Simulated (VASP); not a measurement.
# HfO2: single point with PBEsol

The system is HfO2.

```
Hf O
1.0
     0.00000    2.50529    2.50529
     2.50529    0.00000    2.50529
     2.50529    2.50529    0.00000
Hf O
1 2
Direct
  0.00000 0.00000 0.00000
  0.75000 0.75000 0.75000
  0.25000 0.25000 0.25000
```

This cell differs from its parent crystal: volume scaled by 0.94.

```yaml
Program: VASP 6.6.1
Task: single point
Functional: PBEsol
Potentials_or_basis: VASP PAW PBE potentials, release 64 (Hf_pv, O)
Cutoff: 520 eV
k_mesh: 9 × 9 × 9
Occupations: fermi-dirac, width 0.05 eV
Spin: no spin polarisation
Dipole_correction: no
Further_INCAR_settings: ALGO = Normal; EDIFF = 1e-07; NBANDS = 18
```

- Pressure: 1.6 GPa
- Band gap on the k mesh: 3.88 eV, indirect (least direct gap 4.01 eV)

Levels at points of the mesh, in eV from the valence-band top:
| k point | band 8 | band 9 | band 10 | band 11 | band 12 | band 13 | band 14 | band 15 |
| --- | --- | --- | --- | --- | --- | --- | --- | --- |
| (0.00, 0.00, 0.00) | -5.57 | -0.58 | -0.58 | -0.58 | 3.91 | 3.91 | 5.98 | 10.93 |

It took 9.6 s on 1 thread of Intel(R) Xeon(R) 6975P-C (Granite Rapids), with other jobs on the host, peak memory 0.16 GiB.

Caveat: the PAW data sets were made with another functional, which shifts forces and pressure a little; spin-orbit coupling is left out, which moves the levels of the heavy elements. A k mesh can miss the band edges.
